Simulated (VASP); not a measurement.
# C (Pm-3m) in VASP: settings compared, part 2 of 2

VASP 6.6.1. Earlier steps stand in the parts before.

## Step 4: Single point, PBE-based screened hybrid with 15 % exact exchange

POSCAR reads:

```
C
1.0
    2.6197200000      0.0000000000      0.0000000000
    0.0000000000      2.6197200000      0.0000000000
    0.0000000000      0.0000000000      2.6197200000
C
3
Direct
    0.0000000000      0.5000000000      0.5000000000
    0.5000000000      0.0000000000      0.5000000000
    0.5000000000      0.5000000000      0.0000000000
```

INCAR.step1 reads:

```
SYSTEM = C
PREC = Accurate ; ENCUT = 520
EDIFF = 1E-5 ; ISMEAR = -1
SIGMA = 0.05 ; LREAL = .False.
LASPH = .True. ; NELM = 100
ALGO = Normal ; ISIF = 2
LWAVE = .True. ; LCHARG = .False.
GGA = PE ; NBANDS = 13
```

INCAR.step2 reads:

```
SYSTEM = C
PREC = Accurate ; ENCUT = 520
EDIFF = 1E-6 ; ISMEAR = -1
SIGMA = 0.05 ; LREAL = .False.
LASPH = .True. ; NELM = 100
ALGO = Normal ; ISIF = 2
LWAVE = .False. ; LCHARG = .False.
GGA = PE ; LHFCALC = .True.
AEXX = 0.15 ; HFSCREEN = 0.2
PRECFOCK = Normal ; ISTART = 1
NBANDS = 13
```

KPOINTS reads:

```
regular mesh
0
Gamma
  5 5 5
  0 0 0
```

Potentials or basis: VASP PAW PBE potentials, release 64 (C).

Launch:

```sh
cat potpaw_PBE.64/C/POTCAR > POTCAR
cp INCAR.step1 INCAR
mpirun -np 1 vasp_std > vasp.out
cp INCAR.step2 INCAR
mpirun -np 1 vasp_std > vasp.out
```

OUTCAR:

```text
SYSTEM = C
   PREC = Accurate
   ENCUT = 520
   EDIFF = 1E-6
   ISMEAR = -1
   LREAL = .False.
   LASPH = .True.
   NELM = 100
   ISIF = 2
   GGA = PE
   LHFCALC = .True.
   AEXX = 0.15
   HFSCREEN = 0.2
   PRECFOCK = Normal
   ISTART = 1

 ion  position               nearest neighbor table
   1  0.000  0.500  0.500-   2 1.85   3 1.85   3 1.85   2 1.85   2 1.85   3 1.85   3 1.85   2 1.85

   2  0.500  0.000  0.500-   1 1.85   3 1.85   3 1.85   1 1.85   3 1.85   3 1.85   1 1.85   1 1.85

   3  0.500  0.500  0.000-   1 1.85   2 1.85   1 1.85   2 1.85   2 1.85   2 1.85   1 1.85   1 1.85

  LATTYP: Found a simple cubic cell.
 ALAT       =     2.6197200000

  Lattice vectors:

 A1 = (   2.6197200000,   0.0000000000,   0.0000000000)
 A2 = (   0.0000000000,   2.6197200000,   0.0000000000)
 A3 = (   0.0000000000,   0.0000000000,   2.6197200000)

Analysis of symmetry for initial positions (statically):
=====================================================================
 Subroutine PRICEL returns:
 Original cell was already a primitive cell.

 Routine SETGRP: Setting up the symmetry group for a
 simple cubic supercell.

[... 175 lines left out ...]
      6       7.6541      2.00000
      7      15.7393      0.00000
      8      15.7393      0.00000
      9      15.7393      0.00000
     10      16.8461      0.00000
     11      20.9490      0.00000
     12      20.9490      0.00000
     13      20.9490      0.00000
[... 130 lines left out ...]
  band No.  band energies     occupation
      1      -5.6681      2.00000
      2      -1.2272      2.00000
      3      -0.7359      2.00000
      4      -0.7359      2.00000
      5       2.9156      2.00000
      6       2.9156      2.00000
      7       4.6572      2.00000
      8      17.4359      0.00000
      9      21.0504      0.00000
     10      21.0504      0.00000
     11      21.9207      0.00000
     12      22.4534      0.00000
     13      22.4534      0.00000

------------------------ aborting loop because EDIFF is reached ----------------------------------------

  FORCE on cell =-STRESS in cart. coord.  units (eV):
  Direction    XX          YY          ZZ          XY          YZ          ZX
  --------------------------------------------------------------------------------------
  -------------------------------------------------------------------------------------
  Total        0.1562192      0.1562192      0.1562192      0.0000000      0.0000000     -0.0000000
  in kB       13.9213152     13.9213152     13.9213152      0.0000000      0.0000000     -0.0000000
  external PRESSURE =      13.9213152 kB  Pullay stress =       0.0000000 kB

 VOLUME and BASIS-vectors are now :
 -----------------------------------------------------------------------------
  energy-cutoff  :      520.00
  volume of cell :       17.98
      direct lattice vectors                 reciprocal lattice vectors
     2.619720000  0.000000000  0.000000000     0.381720184  0.000000000  0.000000000
     0.000000000  2.619720000  0.000000000     0.000000000  0.381720184  0.000000000
     0.000000000  0.000000000  2.619720000     0.000000000  0.000000000  0.381720184

 POSITION                                       TOTAL-FORCE (eV/Angst)
 -----------------------------------------------------------------------------------
      0.00000      1.30986      1.30986         0.000000      0.000000      0.000000
      1.30986      0.00000      1.30986         0.000000      0.000000      0.000000
      1.30986      1.30986      0.00000         0.000000      0.000000      0.000000
 -----------------------------------------------------------------------------------
    total drift:                                0.000000     -0.000000      0.000000

  FREE ENERGIE OF THE ION-ELECTRON SYSTEM (eV)
  ---------------------------------------------------
  free  energy   TOTEN  =       -18.6871661012 eV

  energy  without entropy=      -18.6807638378  energy(sigma->0) =      -18.68396497
```

Run time: 94 s. Hardware: 1 thread of Intel Xeon Platinum 8259CL at 2.50GHz (Skylake/Cascade Lake), shared host; peak memory 0.21 GiB.

Results:

* Free energy: -18.6872 eV
* Pressure: 1.4 GPa
* Band gap on the k mesh: zero (bands 6 and 7 overlap by 6.79 eV)

Levels at points of the mesh, in eV from the Fermi level:
| k point | band 3 | band 4 | band 5 | band 6 | band 7 | band 8 | band 9 | band 10 |
| --- | --- | --- | --- | --- | --- | --- | --- | --- |
| (0.00, 0.00, 0.00) | -8.65 | -8.65 | -3.32 | -3.32 | 4.76 | 4.76 | 4.76 | 5.87 |

Caveat: the k points lie up to 0.48 Å⁻¹ apart, too coarse for converged energies and pressures of a metal; the PAW data sets were made with another functional, which shifts forces and pressure a little.

## Step 5: Single point, PBE-based screened hybrid with 20 % exact exchange

POSCAR is that of step 4.

INCAR.step1 reads:

```
ALGO = Normal
EDIFF = 1E-5
ENCUT = 520
GGA = PE
ISIF = 2
ISMEAR = -1
LASPH = True
LCHARG = False
LREAL = False
LWAVE = True
NBANDS = 13
NELM = 60
PREC = Accurate
SIGMA = 0.05
```

INCAR.step2 reads:

```
AEXX = 0.2
ALGO = Normal
EDIFF = 1E-6
ENCUT = 520
GGA = PE
HFSCREEN = 0.2
ISIF = 2
ISMEAR = -1
ISTART = 1
LASPH = True
LCHARG = False
LHFCALC = True
LREAL = False
LWAVE = False
NBANDS = 13
NELM = 60
PREC = Accurate
PRECFOCK = Normal
SIGMA = 0.05
```

KPOINTS reads:

```
k-points
0
Gamma
  5 5 5
```

Launch:

```sh
cat potpaw_PBE.64/C/POTCAR > POTCAR
cp INCAR.step1 INCAR
mpirun -np 1 vasp_std > vasp.out
cp INCAR.step2 INCAR
mpirun -np 1 vasp_std > vasp.out
```

Run time: 95 s. Hardware: 1 thread of Intel Xeon Platinum 8259CL at 2.50GHz (Skylake/Cascade Lake), shared host; peak memory 0.21 GiB.

The run converged. Its results:

```
Free energy            : -19.3254 eV
Pressure               : -0.4 GPa
Band gap on the k mesh : zero (bands 6 and 7 overlap by 7.01 eV)
```

Levels at points of the mesh, in eV from the Fermi level:
```
           k point  band 2  band 3  band 4  band 5  band 6  band 7  band 8  band 9  band 10  band 11
(0.00, 0.00, 0.00)   -8.88   -8.88   -8.88   -3.45   -3.45    4.92    4.92    4.92     5.94    10.25
```

Caveat: the k points lie up to 0.48 Å⁻¹ apart, too coarse for converged energies and pressures of a metal; the PAW data sets were made with another functional, which shifts forces and pressure a little.

## Step 6: Single point, PBE-based screened hybrid with 25 % exact exchange

POSCAR is that of step 5.

INCAR.step1 reads:

```
SYSTEM = C
ALGO = Normal
EDIFF = 1E-5
ENCUT = 520
GGA = PE
ISIF = 2
ISMEAR = -1
LASPH = .True.
LCHARG = .False.
LREAL = .False.
LWAVE = .True.
NBANDS = 13
NELM = 100
PREC = Accurate
SIGMA = 0.05
```

INCAR.step2 reads:

```
SYSTEM = C
AEXX = 0.25
ALGO = Normal
EDIFF = 1E-7
ENCUT = 520
GGA = PE
HFSCREEN = 0.2
ISIF = 2
ISMEAR = -1
ISTART = 1
LASPH = .True.
LCHARG = .False.
LHFCALC = .True.
LREAL = .False.
LWAVE = .False.
NBANDS = 13
NELM = 100
PREC = Accurate
PRECFOCK = Normal
SIGMA = 0.05
```

KPOINTS reads:

```
k-points
0
Gamma
  5 5 5
  0 0 0
```

Potentials or basis: VASP PAW PBE potentials, release 64 (C).

Launch:

```sh
cat potpaw_PBE.64/C/POTCAR > POTCAR
cp INCAR.step1 INCAR
mpirun -np 1 vasp_std > vasp.out
cp INCAR.step2 INCAR
mpirun -np 1 vasp_std > vasp.out
```

OUTCAR:

```text
SYSTEM = C
   AEXX = 0.25
   EDIFF = 1E-7
   ENCUT = 520
   GGA = PE
   HFSCREEN = 0.2
   ISIF = 2
   ISMEAR = -1
   ISTART = 1
   LASPH = .True.
   LHFCALC = .True.
   LREAL = .False.
   NELM = 100
   PREC = Accurate
   PRECFOCK = Normal

 ion  position               nearest neighbor table
   1  0.000  0.500  0.500-   2 1.85   3 1.85   3 1.85   2 1.85   2 1.85   3 1.85   3 1.85   2 1.85

[... 349 lines left out ...]
------------------------ aborting loop because EDIFF is reached ----------------------------------------

  FORCE on cell =-STRESS in cart. coord.  units (eV):
  Direction    XX          YY          ZZ          XY          YZ          ZX
  --------------------------------------------------------------------------------------
  -------------------------------------------------------------------------------------
  Total       -0.2416867     -0.2416867     -0.2416867     -0.0000000      0.0000000      0.0000000
  in kB      -21.5376725    -21.5376725    -21.5376725     -0.0000000      0.0000000      0.0000000
  external PRESSURE =     -21.5376725 kB  Pullay stress =       0.0000000 kB

 VOLUME and BASIS-vectors are now :
 -----------------------------------------------------------------------------
  energy-cutoff  :      520.00
  volume of cell :       17.98
      direct lattice vectors                 reciprocal lattice vectors
     2.619720000  0.000000000  0.000000000     0.381720184  0.000000000  0.000000000
     0.000000000  2.619720000  0.000000000     0.000000000  0.381720184  0.000000000
     0.000000000  0.000000000  2.619720000     0.000000000  0.000000000  0.381720184

 POSITION                                       TOTAL-FORCE (eV/Angst)
 -----------------------------------------------------------------------------------
      0.00000      1.30986      1.30986         0.000000      0.000000      0.000000
      1.30986      0.00000      1.30986         0.000000      0.000000      0.000000
      1.30986      1.30986      0.00000         0.000000      0.000000      0.000000
 -----------------------------------------------------------------------------------
    total drift:                                0.000002     -0.000001      0.000001

  FREE ENERGIE OF THE ION-ELECTRON SYSTEM (eV)
  ---------------------------------------------------
  free  energy   TOTEN  =       -19.9675620831 eV

  energy  without entropy=      -19.9620615941  energy(sigma->0) =      -19.96481184
```

OUTCAR.step1:

```text
SYSTEM = C
   EDIFF = 1E-5
   ENCUT = 520
   GGA = PE
   ISIF = 2
[... 371 lines left out ...]
      0.00000      1.30986      1.30986         0.000000      0.000000      0.000000
      1.30986      0.00000      1.30986         0.000000      0.000000      0.000000
      1.30986      1.30986      0.00000         0.000000      0.000000      0.000000
 -----------------------------------------------------------------------------------
    total drift:                                0.000000      0.000000      0.000000

  FREE ENERGIE OF THE ION-ELECTRON SYSTEM (eV)
  ---------------------------------------------------
  free  energy   TOTEN  =       -16.7969938429 eV

  energy  without entropy=      -16.7881109472  energy(sigma->0) =      -16.79255240
```

Wall time 2.3 min (1 thread of Intel Xeon Platinum 8259CL at 2.50GHz (Skylake/Cascade Lake), shared host); peak memory 0.21 GiB.

What came out:

```yaml
Free_energy: -19.9676 eV
Pressure: -2.2 GPa
Band_gap_on_the_k_mesh: zero (bands 6 and 7 overlap by 7.22 eV)
```

Caveat: the k points lie up to 0.48 Å⁻¹ apart, too coarse for converged energies and pressures of a metal; the PAW data sets were made with another functional, which shifts forces and pressure a little.

## Step 7: Overview

| level | share of exact exchange | gap on the mesh (eV) | pressure (GPa) |
| --- | --- | --- | --- |
| PBE-based screened hybrid with 5 % exact exchange | 0.05 | none | 5.0 |
| PBE-based screened hybrid with 10 % exact exchange | 0.1 | none | 3.2 |
| PBE-based screened hybrid with 15 % exact exchange | 0.15 | none | 1.4 |
| PBE-based screened hybrid with 20 % exact exchange | 0.2 | none | -0.4 |
| PBE-based screened hybrid with 25 % exact exchange | 0.25 | none | -2.2 |

Alike in all rows: task single point; potentials or basis VASP PAW PBE potentials, release 64 (C); no spin polarisation; cell as given; k mesh 5 × 5 × 5; cutoff (eV) 520; smearing fermi-dirac 0.05 eV.

Caveats: all runs use coarse meshes; the PAW data sets were made with another functional, which shifts forces and pressure a little.

Absolute energies hang on the potentials; compare differences alone.
